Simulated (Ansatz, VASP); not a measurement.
**MgS in VASP and in Ansatz**

```
Mg S
1.0
     0.00000    2.59091    2.59091
     2.59091    0.00000    2.59091
     2.59091    2.59091    0.00000
Mg S
1 1
Direct
  0.00000 0.00000 0.00000
  0.50000 0.50000 0.50000
```

Alike in both runs: functional PBEsol; k mesh 8 × 8 × 8; occupations gaussian, width 0.02 eV; no spin polarisation.

Ansatz relaxed the structure, and its values are those at the end. VASP's run is a single point on that final structure, the one shown.

|  | VASP | Ansatz |
| --- | --- | --- |
| version | VASP 6.6.1 | Ansatz 0.2.0 |
| potentials or method | VASP PAW PBE potentials, release 64 (Mg, S), cutoff 600 eV | scalar-relativistic, plane waves, PAW |
| valence electrons in the cell | 8 | 16 |

|  | VASP | Ansatz | Ansatz less VASP |
| --- | --- | --- | --- |
| gap on the k mesh at the Fermi level (eV) | 2.73 | 2.73 | -0.001 |
| least direct gap on the mesh (eV) | 3.69 | 3.69 | +0.001 |
| pressure (GPa) | -0.2 | 0.0 | +0.18 |

VASP's potentials were made for PBE, not for PBEsol, and Ansatz warns of the same on its side. VASP's potentials hold 8 valence electrons a cell and Ansatz's 16, so a difference there can come from the potentials and not from the codes.
